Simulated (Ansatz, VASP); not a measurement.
GaB3As4: VASP beside Ansatz

```
B As Ga
1.0
    -2.50881    2.50881    4.98734
     2.50881   -2.50881    4.98734
     2.50881    2.50881   -4.98734
B As Ga
3 4 1
Cartesian
  0.0000 2.5088 2.4937
  0.0000 0.0000 4.9873
  2.5088 0.0000 2.4937
  1.1357 -1.1357 3.6604
  1.1357 1.1357 6.3143
  -1.1357 1.1357 3.6604
  1.3731 1.3731 1.3269
  0.0000 0.0000 0.0000
```

Alike in both runs: task single point; functional r2SCAN; k mesh 8 × 8 × 8; no spin polarisation.

|  | VASP | Ansatz |
| --- | --- | --- |
| version | VASP 6.6.1 | Ansatz 0.2.0 |
| potentials or method | VASP PAW PBE potentials, release 64 (B, As, Ga_d) | plane waves, PAW |
| plane-wave cutoff (eV) | 520 | 500 |
| occupations | gaussian, width 0.01 eV | fixed |
| valence electrons in the cell | 42 | 82 |

Ansatz gave:

```
gap on the k mesh at the Fermi level (eV) : 1.08
pressure (GPa)                            : 0.0
```

Q: Estimate VASP's values.

A: gap on the k mesh at the Fermi level (eV): 1.07; pressure (GPa): 0.1.

VASP's potentials were made for PBE, not for r2SCAN. VASP's potentials hold 42 valence electrons a cell and Ansatz's 82, so a difference there can come from the potentials and not from the codes.
